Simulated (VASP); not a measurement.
# Si2B2C (P-6m2) in VASP: a series of runs

Si2B2C is run at these levels: PBE; tasks: single point, relaxation of cell and atoms.

All numbers are computed with VASP 6.6.1; they aren't measurements. Logs are shortened: lines on timing, memory, paths and dates and some standing lists are left out, and cuts for length are marked.

### Step 1. The cell of the first run

It takes space group P-6m2 (No. 187, hexagonal). Conventional cell: a = 3.174 Å, b = 3.174 Å, c = 7.542 Å, α = 90.00°, β = 90.00°, γ = 120.00°. Within 2.2 Å of Si (site symmetry 3m) lie 1 C at 1.66 Å. Within 2.4 Å of B (site symmetry -6m2) lie 3 C at 1.83 Å. Within 3.7 Å of B (site symmetry -6m2) lie 6 Si at 2.80 Å and 6 B at 3.17 Å. C (site symmetry -6m2) has 2 Si at 1.66 Å and 3 B at 1.83 Å within 2.2 Å.

### Step 2. Single point, PBE, collinear spin, ferromagnetic start

Input file INCAR:

```
ALGO = Normal
EDIFF = 1E-7
ENCUT = 520
GGA = PE
ISIF = 2
ISMEAR = 0
ISPIN = 2
LASPH = T
LCHARG = F
LORBIT = 11
LREAL = F
LWAVE = F
MAGMOM = 0 0 0 0 1
NBANDS = 21
NELM = 150
PREC = Accurate
SIGMA = 0.1
```

Input file KPOINTS:

```
k-points
0
Gamma
  6 6 2
```

Input file POSCAR:

```
Si2B2C
1.0
    3.1739679900      0.0000000000      0.0000000000
   -1.5869840000      2.7487369100      0.0000000000
    0.0000000000      0.0000000000      7.5415544600
Si B C
2 2 1
Direct
    0.3333333300      0.6666666700      0.2800150100
    0.3333333300      0.6666666700      0.7199849900
    0.6666666700      0.3333333300      0.5000000000
    0.0000000000      0.0000000000      0.0000000000
    0.3333333300      0.6666666700      0.5000000000
```

Potentials or basis: VASP PAW PBE potentials, release 64 (Si, B, C).

Started as:

```console
cat potpaw_PBE.64/Si/POTCAR potpaw_PBE.64/B/POTCAR potpaw_PBE.64/C/POTCAR > POTCAR
mpirun -np 1 vasp_std > vasp.out
```

OUTCAR:

```text
EDIFF = 1E-7
   ENCUT = 520
   GGA = PE
   ISIF = 2
   ISMEAR = 0
   ISPIN = 2
   LASPH = T
   LORBIT = 11
   LREAL = F
   NELM = 150
   PREC = Accurate

 ion  position               nearest neighbor table
   1  0.333  0.667  0.280-   5 1.66   3 2.47   3 2.47   3 2.47
   2  0.333  0.667  0.720-   5 1.66   3 2.47   3 2.47   3 2.47
   3  0.667  0.333  0.500-   5 1.83   5 1.83   5 1.83   2 2.47   1 2.47   2 2.47   1 2.47   1 2.47
                             2 2.47
   4  0.000  0.000  0.000-
   5  0.333  0.667  0.500-   1 1.66   2 1.66   3 1.83   3 1.83   3 1.83

  LATTYP: Found a hexagonal cell.
 ALAT       =     3.1739679900
 C/A-ratio  =     2.3760650655

  Lattice vectors:

 A1 = (   3.1739679900,   0.0000000000,   0.0000000000)
 A2 = (  -1.5869840000,   2.7487369100,   0.0000000000)
 A3 = (   0.0000000000,   0.0000000000,   7.5415544600)

Analysis of symmetry for initial positions (statically):
=====================================================================
 Subroutine PRICEL returns:
 Original cell was already a primitive cell.

 Routine SETGRP: Setting up the symmetry group for a
 hexagonal supercell.

 Subroutine GETGRP returns: Found 12 space group operations
 (whereof 12 operations were pure point group operations)
 out of a pool of 24 trial point group operations.

The static configuration has the point symmetry D_3h.

Analysis of symmetry for dynamics (positions and initial velocities):
=====================================================================
 Subroutine PRICEL returns:
 Original cell was already a primitive cell.

 Routine SETGRP: Setting up the symmetry group for a
 hexagonal supercell.

 Subroutine GETGRP returns: Found 12 space group operations
 (whereof 12 operations were pure point group operations)
 out of a pool of 24 trial point group operations.

The dynamic configuration has the point symmetry D_3h.

Analysis of structural, dynamic, and magnetic symmetry:
=====================================================================
 Subroutine PRICEL returns:
 Original cell was already a primitive cell.

 Routine SETGRP: Setting up the symmetry group for a
 hexagonal supercell.

 Subroutine GETGRP returns: Found 12 space group operations
 (whereof 12 operations were pure point group operations)
 out of a pool of 24 trial point group operations.

The overall configuration has the point symmetry D_3h.

 Subroutine INISYM returns: Found 12 space group operations
 (whereof 12 operations are pure point group operations),
 and found     1 'primitive' translations

----------------------------------------------------------------------------------------

                                     Primitive cell

  volume of cell :      65.7956

  direct lattice vectors                    reciprocal lattice vectors
     3.173967990  0.000000000  0.000000000     0.315063039  0.181901731  0.000000000
    -1.586984000  2.748736910  0.000000000     0.000000000  0.363803461  0.000000000
     0.000000000  0.000000000  7.541554460     0.000000000  0.000000000  0.132598658

  length of vectors
     3.173967990  3.173967992  7.541554460     0.363803461  0.363803461  0.132598658

  position of ions in fractional coordinates (direct lattice)
     0.333333330  0.666666670  0.280015010
     0.333333330  0.666666670  0.719984990
     0.666666670  0.333333330  0.500000000
     0.000000000  0.000000000  0.000000000
     0.333333330  0.666666670  0.500000000

  ion indices of the primitive-cell ions
   primitive index   ion index
                 1           1
                 2           2
                 3           3
                 4           4
                 5           5

----------------------------------------------------------------------------------------

 KPOINTS: k-points

Automatic generation of k-mesh.
 Grid dimensions read from file:
 generate k-points for:    6    6    2

 Generating k-lattice:

  Cartesian coordinates                     Fractional coordinates (reciprocal lattice)
[... 58 lines left out ...]
[... 13 lines left out ...]
     20      16.0748      0.00000
     21      17.1589      0.00000

 k-point    14 :       0.3333    0.3333    0.5000
  band No.  band energies     occupation
      1      -8.9719      1.00000
      2      -4.2718      1.00000
      3      -3.1037      1.00000
      4      -2.8500      1.00000
      5       1.2649      1.00000
      6       1.4819      1.00000
[... 13 lines left out ...]
     20      16.1093      0.00000
     21      16.9572      0.00000
 Fermi energy:         6.2527902028

 spin component 2

 k-point     1 :       0.0000    0.0000    0.0000
  band No.  band energies     occupation
      1     -11.3696      1.00000
      2      -5.9240      1.00000
      3      -3.1295      1.00000
      4       0.7711      1.00000
      5       1.2848      1.00000
      6       1.2848      1.00000
[... 13 lines left out ...]
     20      15.6159      0.00000
     21      15.7974      0.00000

 k-point     2 :       0.1667    0.0000    0.0000
  band No.  band energies     occupation
      1     -11.0094      1.00000
      2      -5.5024      1.00000
      3      -2.6808      1.00000
      4      -0.6025      1.00000
      5       0.7121      1.00000
      6       1.0982      1.00000
[... 13 lines left out ...]
     20      14.5220      0.00000
     21      16.6470      0.00000
[... 247 lines left out ...]
      5       0.2657      1.00000
      6       2.0407      1.00000
[... 13 lines left out ...]
     20      16.0751      0.00000
     21      17.1569      0.00000

 k-point    14 :       0.3333    0.3333    0.5000
  band No.  band energies     occupation
      1      -8.9717      1.00000
      2      -4.2715      1.00000
      3      -3.1035      1.00000
      4      -2.8497      1.00000
      5       1.2649      1.00000
      6       1.4822      1.00000
[... 13 lines left out ...]
     20      16.1095      0.00000
     21      16.9572      0.00000

------------------------ aborting loop because EDIFF is reached ----------------------------------------

  FORCE on cell =-STRESS in cart. coord.  units (eV):
  Direction    XX          YY          ZZ          XY          YZ          ZX
  --------------------------------------------------------------------------------------
  -------------------------------------------------------------------------------------
  Total       -9.3528338     -9.3528338     15.8426789      0.0000000      0.0000000      0.0000000
  in kB     -227.7493837   -227.7493837    385.7825809      0.0000004      0.0000000      0.0000000
  external PRESSURE =     -23.2387289 kB  Pullay stress =       0.0000000 kB

 VOLUME and BASIS-vectors are now :
 -----------------------------------------------------------------------------
  energy-cutoff  :      520.00
  volume of cell :       65.80
      direct lattice vectors                 reciprocal lattice vectors
     3.173967990  0.000000000  0.000000000     0.315063039  0.181901731  0.000000000
    -1.586984000  2.748736910  0.000000000     0.000000000  0.363803461  0.000000000
     0.000000000  0.000000000  7.541554460     0.000000000  0.000000000  0.132598658

 POSITION                                       TOTAL-FORCE (eV/Angst)
 -----------------------------------------------------------------------------------
     -0.00000      1.83249      2.11175        -0.000000     -0.000000     -7.970745
     -0.00000      1.83249      5.42981         0.000000      0.000000      7.970745
      1.58698      0.91625      3.77078         0.000000     -0.000000      0.000000
      0.00000      0.00000      0.00000        -0.000000     -0.000000      0.000000
     -0.00000      1.83249      3.77078         0.000000     -0.000000      0.000000
 -----------------------------------------------------------------------------------
    total drift:                                0.000008     -0.000005     -0.000000

  FREE ENERGIE OF THE ION-ELECTRON SYSTEM (eV)
  ---------------------------------------------------
  free  energy   TOTEN  =       -24.7927693771 eV

  energy  without entropy=      -24.7786295984  energy(sigma->0) =      -24.78569949

 total charge

# of ion       s       p       d       tot
------------------------------------------
    1        0.824   0.787   0.000   1.611
    2        0.824   0.787   0.000   1.611
    3        0.611   0.998   0.000   1.608
    4        0.859   0.487   0.000   1.347
    5        0.898   1.732   0.000   2.629
--------------------------------------------------
tot          4.016   4.790   0.000   8.806

 magnetization (x)

# of ion       s       p       d       tot
------------------------------------------
    1        0.000   0.000   0.000   0.000
    2        0.000   0.000   0.000   0.000
    3        0.000   0.000   0.000   0.000
    4       -0.000  -0.000   0.000  -0.000
    5        0.000  -0.000   0.000   0.000
--------------------------------------------------
tot          0.000   0.000   0.000   0.000
```

It took 16 s on 1 thread of Intel Xeon 6975P-C (Granite Rapids), shared host; peak memory 0.2 GiB.

What came out:

* Free energy: -24.7928 eV
* Pressure: -2.3 GPa
* Largest force: 7.971 eV/Å
* Band gap on the k mesh: zero (filled and empty bands overlap)
* Net moment: 0.00 μB per cell
* Valence electrons inside the program's atomic spheres: Si 1.61; B 1.61, 1.35; C 2.63

Forces in eV/Å, atoms in the order of the input:
```
Si   0.000  0.000 -7.971
Si   0.000  0.000  7.971
B    0.000  0.000  0.000
B    0.000  0.000  0.000
C    0.000  0.000  0.000
```

Caveat: the k points lie up to 0.42 Å⁻¹ apart; forces of over 1 eV/Å act on the atoms, so gaps and moduli don't describe the material at rest.

### Step 3. Single point, PBE

This run uses another cell than the first one, of 9.67 Å³/atom, 0.735 times its volume.

Input file INCAR:

```
SYSTEM = Si2B2C
  PREC = Accurate
  ENCUT = 520
  EDIFF = 1E-6
  ISMEAR = 0
  SIGMA = 0.1
  LREAL = .FALSE.
  LASPH = .TRUE.
  NELM = 80
  ALGO = Normal
  ISIF = 2
  LWAVE = .FALSE.
  LCHARG = .TRUE.
  GGA = PE
  LELF = .TRUE.
  LVHAR = .TRUE.
  NBANDS = 17
```

Input file KPOINTS:

```
Automatic mesh
0
G
  12 12 6
  0 0 0
```

Input file POSCAR:

```
Si2B2C
1.0
    2.9191517820      0.0000000000      0.0000000000
   -1.4595758910      2.5280596007      0.0000000000
    0.0000000000      0.0000000000      6.5550223195
Si B C
2 2 1
Direct
    0.3333333333      0.6666666667      0.1840459213
    0.3333333333      0.6666666667      0.8159540787
    0.6666666667      0.3333333333      0.5000000000
    0.0000000000      0.0000000000      0.0000000000
    0.3333333333      0.6666666667      0.5000000000
```

Potentials or basis: VASP PAW PBE potentials, release 64 (Si, B, C).

Started as:

```console
cat potpaw_PBE.64/Si/POTCAR potpaw_PBE.64/B/POTCAR potpaw_PBE.64/C/POTCAR > POTCAR
mpirun -np 1 vasp_std > vasp.out
```

It took 24 s on 1 thread of Intel Xeon 6975P-C (Granite Rapids), shared host; peak memory 0.2 GiB.

It converged, with:

```yaml
Free_energy: -30.9328 eV
Pressure: 0.0 GPa
Largest_force: 0.005 eV/Å
Band_gap_on_the_k_mesh: zero (band 9 reaches 11.40 eV, above the bottom of band 10 at 7.68 eV)
```

Forces in eV/Å, atoms in the order of the input:
```
Si   0.000  0.000 -0.005
Si   0.000  0.000  0.005
B    0.000  0.000  0.000
B    0.000  0.000  0.000
C    0.000  0.000  0.000
```

Stress tensor (GPa, compression positive):
```
 0.09  0.00  0.00
 0.00  0.09  0.00
 0.00  0.00 -0.06
```

Levels at points of the mesh, in eV from the Fermi level:
| k point | band 6 | band 7 | band 8 | band 9 | band 10 | band 11 | band 12 | band 13 |
| --- | --- | --- | --- | --- | --- | --- | --- | --- |
| (0.00, 0.00, 0.00) | -2.36 | -2.36 | 1.27 | 1.27 | 5.36 | 6.00 | 6.15 | 6.15 |
| (0.50, 0.00, 0.00) | -6.01 | -4.69 | -1.54 | -1.09 | 0.98 | 1.33 | 2.53 | 3.44 |
| (0.00, 0.00, 0.50) | -2.36 | 1.27 | 1.27 | 1.71 | 2.66 | 5.46 | 5.94 | 5.94 |
| (0.50, 0.00, 0.50) | -5.12 | -4.66 | -3.13 | -1.68 | -1.61 | 3.00 | 3.26 | 5.02 |

### Step 4. Single point, PBE, collinear spin, ferromagnetic start

This run uses another cell than the first one, of 9.63 Å³/atom, 0.732 times its volume.

Input file INCAR:

```
SYSTEM = Si2B2C
PREC     = Accurate       ! precision mode
ENCUT    = 520            ! plane-wave cutoff, eV
EDIFF    = 1E-7           ! SCF threshold, eV
ISMEAR   = 0              ! smearing method
SIGMA    = 0.1            ! smearing width, eV
LREAL    = .False.        ! projectors in reciprocal space
LASPH    = .True.         ! aspherical terms in the spheres
NELM     = 150            ! most SCF steps
ALGO     = Normal         ! electronic algorithm
ISIF     = 2              ! what is computed and relaxed
LWAVE    = .False.        ! write WAVECAR
LCHARG   = .False.        ! write CHGCAR
ISPIN    = 2              ! spin polarisation
MAGMOM   = 0 0 0 0 1      ! initial moments
LORBIT   = 11             ! projections on sites
GGA      = PE             ! functional
NBANDS   = 21             ! bands
```

Input file KPOINTS:

```
regular mesh
0
Gamma
  6 6 4
  0 0 0
```

Input file POSCAR:

```
Si2B2C
1.0
    2.8983668434      0.0000000000      0.0000000000
   -1.4491834217      2.5100593158      0.0000000000
    0.0000000000      0.0000000000      6.6176063712
Si B C
2 2 1
Direct
    0.3333333333      0.6666666667      0.1856654599
    0.3333333333      0.6666666667      0.8143345401
    0.6666666667      0.3333333333      0.5000000000
    0.0000000000      0.0000000000      0.0000000000
    0.3333333333      0.6666666667      0.5000000000
```

Started as:

```console
cat potpaw_PBE.64/Si/POTCAR potpaw_PBE.64/B/POTCAR potpaw_PBE.64/C/POTCAR > POTCAR
mpirun -np 1 vasp_std > vasp.out
```

Wall time 22 s (1 thread of Intel Xeon 6975P-C (Granite Rapids), shared host); peak memory 0.19 GiB.

Results (log left out):

- Free energy: -30.9535 eV
- Pressure: 0.0 GPa
- Largest force: 0.015 eV/Å
- Band gap on the k mesh: zero (filled and empty bands overlap)
- Net moment: 0.00 μB per cell
- Valence electrons inside the program's atomic spheres: Si 1.59; B 1.83, 1.99; C 2.44

Forces in eV/Å, atoms in the order of the input:
```
Si   0.000  0.000 -0.015
Si   0.000  0.000  0.015
B    0.000  0.000  0.000
B    0.000  0.000  0.000
C    0.000  0.000  0.000
```

Stress tensor (GPa, compression positive):
```
 0.07  0.00  0.00
 0.00  0.07  0.00
 0.00  0.00 -0.08
```

Levels at points of the mesh, in eV from the Fermi level:
Spin up:
```
           k point  band 7  band 8  band 9  band 10  band 11  band 12
(0.00, 0.00, 0.00)   -2.07    1.63    1.63     5.92     6.24     6.53
(0.50, 0.00, 0.00)   -4.44   -1.25   -1.02     1.04     1.40     2.70
(0.00, 0.00, 0.50)    1.63    1.63    1.65     2.47     6.03     6.33
(0.50, 0.00, 0.50)   -4.42   -3.11   -1.47    -1.38     3.24     3.60
```
Spin down:
```csv
k point,band 7,band 8,band 9,band 10,band 11,band 12
"(0.00, 0.00, 0.00)",-2.07,1.63,1.63,5.92,6.24,6.53
"(0.50, 0.00, 0.00)",-4.44,-1.25,-1.02,1.04,1.40,2.70
"(0.00, 0.00, 0.50)",1.63,1.63,1.65,2.47,6.03,6.33
"(0.50, 0.00, 0.50)",-4.42,-3.11,-1.47,-1.38,3.24,3.60
```

Caveat: the k points lie up to 0.42 Å⁻¹ apart.

### Step 5. Relaxation of cell and atoms, PBE

This run uses another cell than the first one, of 9.63 Å³/atom, 0.732 times its volume.

Input file INCAR:

```
SYSTEM = Si2B2C
PREC = Accurate
ENCUT = 600
EDIFF = 1E-6
ISMEAR = 0
SIGMA = 0.1
LREAL = .False.
LASPH = .True.
NELM = 100
ALGO = Normal
ISIF = 3
LWAVE = .False.
LCHARG = .False.
GGA = PE
IBRION = 2
NSW = 100
EDIFFG = -0.01
```

Input file KPOINTS:

```
regular mesh
0
Gamma
  12 12 6
  0 0 0
```

POSCAR is that of step 4.

Started as:

```console
cat potpaw_PBE.64/Si/POTCAR potpaw_PBE.64/B/POTCAR potpaw_PBE.64/C/POTCAR > POTCAR
mpirun -np 1 vasp_std > vasp.out
```

Wall time 91 s (1 thread of Intel Xeon 6975P-C (Granite Rapids), shared host); peak memory 0.21 GiB.

The run converged. Its results:

```yaml
Free_energy: -30.9356 eV
Relaxed_volume: 9.67 Å³/atom
Relaxed_cell: a = 2.920 Å, b = 2.920 Å, c = 6.552 Å, α = 90.00°, β = 90.00°, γ = 120.00°
Space_group_after_relaxing_to_0.05_Å: P-6m2 (No. 187)
Energy_gained_by_relaxing: 3.1 meV/atom
Ionic_steps: 9
Pressure_after_relaxing: 0.0 GPa
Largest_force_after_relaxing: 0.005 eV/Å
Band_gap_on_the_k_mesh: zero (band 9 reaches 11.41 eV, above the bottom of band 10 at 7.68 eV)
```

Forces on the atoms (eV/Å):
```
Si   0.000  0.000 -0.005
Si   0.000  0.000  0.005
B    0.000  0.000  0.000
B    0.000  0.000  0.000
C    0.000  0.000  0.000
```

The path:
```
step  energy change (eV)  largest force (eV/Å)  pressure (GPa)  volume (Å³)
   1              0.0000                0.4323            0.52        48.14
   2             -0.0132                0.2054            0.38        48.36
   3             -0.0146                0.0984            0.48        48.30
   4             -0.0146                0.0881            0.48        48.30
   5             -0.0146                0.0801            0.49        48.30
   6             -0.0151                0.0007           -0.40        48.50
   7             -0.0152                0.0169           -0.22        48.46
   8             -0.0153                0.0041           -0.08        48.40
   9             -0.0153                0.0046            0.00        48.36
```

Final structure:
```cif
data_structure
_symmetry_space_group_name_H-M 'P 1'
_symmetry_Int_Tables_number 1
_cell_length_a 2.9195
_cell_length_b 2.9195
_cell_length_c 6.5516
_cell_angle_alpha 90.000
_cell_angle_beta 90.000
_cell_angle_gamma 120.000
_cell_volume 48.36
loop_
_atom_site_label
_atom_site_type_symbol
_atom_site_fract_x
_atom_site_fract_y
_atom_site_fract_z
_atom_site_occupancy
Si1 Si 0.33333 0.66667 0.18407 1
Si2 Si 0.33333 0.66667 0.81593 1
B1 B 0.66667 0.33333 0.50000 1
B2 B 0.00000 0.00000 0.00000 1
C1 C 0.33333 0.66667 0.50000 1
```

Levels at points of the mesh, in eV from the Fermi level:
```csv
k point,band 5,band 6,band 7,band 8,band 9,band 10,band 11,band 12,band 13
"(0.00, 0.00, 0.00)",-2.58,-2.37,-2.37,1.27,1.27,5.34,5.99,6.14,6.14
"(0.50, 0.00, 0.00)",-7.61,-6.01,-4.70,-1.55,-1.10,0.99,1.33,2.53,3.44
"(0.00, 0.00, 0.50)",-2.37,-2.37,1.27,1.27,1.72,2.67,5.45,5.93,5.93
"(0.50, 0.00, 0.50)",-5.87,-5.11,-4.67,-3.13,-1.69,-1.62,2.99,3.25,5.02
```

### Step 6. The runs side by side

```tsv
task	spin	cell	k mesh	cutoff (eV)	gap on the mesh (eV)	pressure (GPa)	moment (μB)	largest force (eV/Å)
single point	collinear, ferromagnetic start	a = 3.174, b = 3.174, c = 7.542 Å, angles 90.0, 90.0, 120.0°, 5 atoms	6 × 6 × 2	520	none	-2.3	0.00	7.97
single point	off	a = 2.919, b = 2.919, c = 6.555 Å, angles 90.0, 90.0, 120.0°, 5 atoms	12 × 12 × 6	520	none	0.0	-	0.01
single point	collinear, ferromagnetic start	a = 2.898, b = 2.898, c = 6.618 Å, angles 90.0, 90.0, 120.0°, 5 atoms	6 × 6 × 4	520	none	0.0	0.00	0.02
relaxation of cell and atoms	off	relaxed from a = 2.898, b = 2.898, c = 6.618 Å, angles 90.0, 90.0, 120.0°, 5 atoms	12 × 12 × 6	600	none	0.0	-	-
```

Alike in all rows: level PBE; potentials or basis VASP PAW PBE potentials, release 64 (Si, B, C); smearing gaussian 0.1 eV.

Caveats: some runs use coarse meshes; forces of over 1 eV/Å act on the atoms, so gaps and moduli don't describe the material at rest (some runs).

Total energies depend on the potentials used, so only differences within one code and one set of settings carry meaning.
